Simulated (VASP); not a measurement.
# Pt: single point with PBE

The system is Pt.

```
Pt
1.0
    -1.58422    1.58422    1.58422
     1.58422   -1.58422    1.58422
     1.58422    1.58422   -1.58422
Pt
1
Direct
  0.00000 0.00000 0.00000
```

- Program: VASP 6.6.1
- Task: single point
- Functional: PBE
- Potentials or basis: VASP PAW PBE potentials, release 64 (Pt)
- Cutoff: 520 eV
- k mesh: 12 × 12 × 12
- Occupations: gaussian, width 0.022 eV
- Spin: no spin polarisation
- Dipole correction: no
- Further INCAR settings: ALGO = Normal; EDIFF = 1e-06; NBANDS = 11

- Pressure: -1.9 GPa
- Band gap on the k mesh: zero (band 5 reaches 11.08 eV, above the bottom of band 6 at 8.94 eV)

Levels at points of the mesh, in eV from the Fermi level:
```tsv
k point	band 1	band 2	band 3	band 4	band 5	band 6	band 7	band 8	band 9	band 10
(0.00, 0.00, 0.00)	-9.31	-3.32	-3.32	-3.32	-0.87	-0.87	17.22	17.22	17.22	27.17
(0.50, 0.00, 0.00)	-6.38	-4.73	-1.05	-0.55	0.41	1.15	6.36	13.39	15.92	24.11
(0.50, 0.50, 0.50)	-5.88	-5.88	0.63	0.63	0.63	7.77	7.77	7.77	12.81	19.04
```

It took 7.9 s on 1 thread of Intel(R) Xeon(R) Platinum 8488C (Sapphire Rapids), on a shared host, peak memory 0.13 GiB.

Caveat: spin-orbit coupling is left out, which moves the levels of the heavy elements.
